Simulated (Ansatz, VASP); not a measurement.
## Co2As3 in VASP and in Ansatz

```
CELL_PARAMETERS angstrom
3.87632 0.00000 0.00000
-1.93816 3.35699 0.00000
0.00000 0.00000 5.89667
ATOMIC_POSITIONS crystal
Co 0.33333 0.66667 0.21800
Co 0.66667 0.33333 0.78200
As 0.00000 0.00000 0.00000
As 0.33333 0.66667 0.64282
As 0.66667 0.33333 0.35718
```

Alike in both runs: functional PBE; k mesh 12 × 12 × 6; occupations gaussian, width 0.1 eV; no spin polarisation.

Ansatz relaxed the structure, and its values are those at the end. VASP's run is a single point on that final structure, the one shown.

|  | VASP | Ansatz |
| --- | --- | --- |
| version | VASP 6.6.1 | Ansatz 0.2.0 |
| potentials or method | VASP PAW PBE potentials, release 64 (Co, As), cutoff 520 eV | scalar-relativistic, plane waves, PAW |
| valence electrons in the cell | 33 | 79 |

Ansatz gave:

```
gap on the k mesh at the Fermi level (eV) : none
pressure (GPa)                            : 0.0
rms of the force components (eV/Å)        : 0.001
```

Problem. Estimate VASP's values.

Solution. gap on the k mesh at the Fermi level (eV): none; pressure (GPa): 0.1; rms of the force components (eV/Å): 0.008.

A gap of «none» marks a metal or a gap that the smearing closes. The functional is the same, so the differences come from potentials, cutoffs and numerics. VASP's potentials hold 33 valence electrons a cell and Ansatz's 79, so a difference there can come from the potentials and not from the codes.
